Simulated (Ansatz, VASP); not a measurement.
**HfC in VASP and in Ansatz**

The input POSCAR:

```
HfC
1.0
    3.4084290914      0.0000000000      0.0000000000
   -1.7042145456      2.9517861801      0.0000000000
    0.0000000000      0.0000000000      5.3047539058
Hf C
2 2
Direct
    0.3333333333      0.6666666667      0.2500000000
    0.6666666667      0.3333333333      0.7500000000
    0.0000000000      0.0000000000      0.5000000000
    0.0000000000      0.0000000000      0.0000000000
```

Contents of INCAR.step1:

```
SYSTEM = HfC
ALGO = Normal
EDIFF = 1E-4
ENCUT = 520
GGA = PE
ISMEAR = -1
LASPH = .True.
LCHARG = .False.
LREAL = .False.
LWAVE = .True.
NBANDS = 22
NELM = 80
PREC = Accurate
SIGMA = 0.05
```

Contents of INCAR.step2:

```
SYSTEM = HfC
ALGO = Normal
EDIFF = 1E-7
ENCUT = 520
ISIF = 2
ISMEAR = -1
ISTART = 1
LASPH = .True.
LCHARG = .False.
LMIXTAU = .True.
LREAL = .False.
LWAVE = .False.
METAGGA = R2SCAN
NBANDS = 22
NELM = 80
PREC = Accurate
SIGMA = 0.05
```

File KPOINTS:

```
k-points
0
Gamma
  9 9 5
  0 0 0
```

File input.yaml:

```yaml
crystal:
  lattice:
    - [3.4084290914, 0.0, 0.0]
    - [-1.7042145456, 2.9517861801, 0.0]
    - [0.0, 0.0, 5.3047539058]
  atoms:
    - { symbol: Hf, position: [0.3333333333, 0.6666666667, 0.25] }
    - { symbol: Hf, position: [0.6666666667, 0.3333333333, 0.75] }
    - { symbol: C, position: [0.0, 0.0, 0.5] }
    - { symbol: C, position: [0.0, 0.0, 0.0] }
hamiltonian:
  xc: r2scan
  pseudopotentials: { kind: paw }
kpoints:
  mp_grid: { grid: [9, 9, 5] }
scf:
  occupations: { method: fermi_dirac, width: 0.05 }
output:
  forces: true
  stress: true
  eigenvalues: true
```

Alike in both runs: task single point; functional r2SCAN; k mesh 9 × 9 × 5; occupations fermi-dirac, width 0.05 eV; no spin polarisation.

|  | VASP | Ansatz |
| --- | --- | --- |
| version | VASP 6.6.1 | Ansatz 0.2.0 |
| potentials or method | VASP PAW PBE potentials, release 64 (Hf_pv, C) | Ansatz PAW |
| plane-wave cutoff (eV) | 520 | 500 |
| valence electrons in the cell | 28 | 60 |

```tsv
	VASP	Ansatz	Ansatz less VASP
gap on the k mesh at the Fermi level (eV)	none	none	-
pressure (GPa)	-15.9	-14.7	+1.16
traceless stress, the component that is largest in VASP (GPa)	4.33	4.27	-0.059
```

VASP's potentials were made for PBE, not for r2SCAN. A gap of «none» marks a metal or a gap that the smearing closes. VASP's potentials hold 28 valence electrons a cell and Ansatz's 60, so a difference there can come from the potentials and not from the codes.

Neither program's run includes spin-orbit coupling.
